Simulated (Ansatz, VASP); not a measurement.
# W in VASP and in Ansatz

The input POSCAR:

```
W
1.0
    0.0000000000      1.9691000000      1.9995500000
    1.9691000000      0.0000000000      1.9995500000
    1.9691000000      1.9691000000      0.0000000000
W
1
Direct
    0.0000000000      0.0000000000      0.0000000000
```

Contents of INCAR.step1:

```
SYSTEM = W
  ALGO = Normal
  EDIFF = 1E-4
  ENCUT = 520
  GGA = PE
  ISMEAR = 0
  LASPH = .TRUE.
  LCHARG = .FALSE.
  LREAL = .FALSE.
  LWAVE = .TRUE.
  NBANDS = 13
  NELM = 80
  PREC = Accurate
  SIGMA = 0.15
```

The input INCAR.step2:

```
SYSTEM = W
  ALGO = Normal
  EDIFF = 1E-6
  ENCUT = 520
  ISIF = 2
  ISMEAR = 0
  ISTART = 1
  LASPH = .TRUE.
  LCHARG = .FALSE.
  LMIXTAU = .TRUE.
  LREAL = .FALSE.
  LWAVE = .FALSE.
  METAGGA = R2SCAN
  NBANDS = 13
  NELM = 80
  PREC = Accurate
  SIGMA = 0.15
```

KPOINTS

```
k-points
0
G
  20 20 20
  0 0 0
```

Input for Ansatz:

```yaml
crystal:
  lattice:
    - [0.0, 1.9691, 1.99955]
    - [1.9691, 0.0, 1.99955]
    - [1.9691, 1.9691, 0.0]
  atoms:
    - { symbol: W, position: [0.0, 0.0, 0.0] }
basis:
  ecutwfc: 500
kpoints:
  mp_grid: { grid: [20, 20, 20] }
hamiltonian:
  xc: r2scan
scf:
  occupations: { method: gaussian, width: 0.15 }
output:
  forces: true
  stress: true
  eigenvalues: true
```

Change from the starting cell: strain -0.030 along x and y, -0.015 along z, atoms carried along.

Alike in both runs: task single point; functional r2SCAN; k mesh 20 × 20 × 20; occupations gaussian, width 0.15 eV; no spin polarisation.

|  | VASP | Ansatz |
| --- | --- | --- |
| version | VASP 6.6.1 | Ansatz 0.2.0 |
| potentials or method | VASP PAW PBE potentials, release 64 (W_sv), cutoff 520 eV | scalar-relativistic, plane waves, PAW |
| valence electrons in the cell | 14 | 14 |

VASP gave:

```
gap on the k mesh at the Fermi level (eV)                     : none
pressure (GPa)                                                : 15.8
traceless stress, the component that is largest in VASP (GPa) : 4.56
```

Problem. What did Ansatz give for the same quantities?

Solution. gap on the k mesh at the Fermi level (eV): none; pressure (GPa): 14.3; traceless stress, the component that is largest in VASP (GPa): 4.47.

VASP's potentials were made for PBE, not for r2SCAN. A gap of «none» marks a metal or a gap that the smearing closes. The functional is the same, so the differences come from potentials, cutoffs and numerics.

Neither program's run includes spin-orbit coupling.
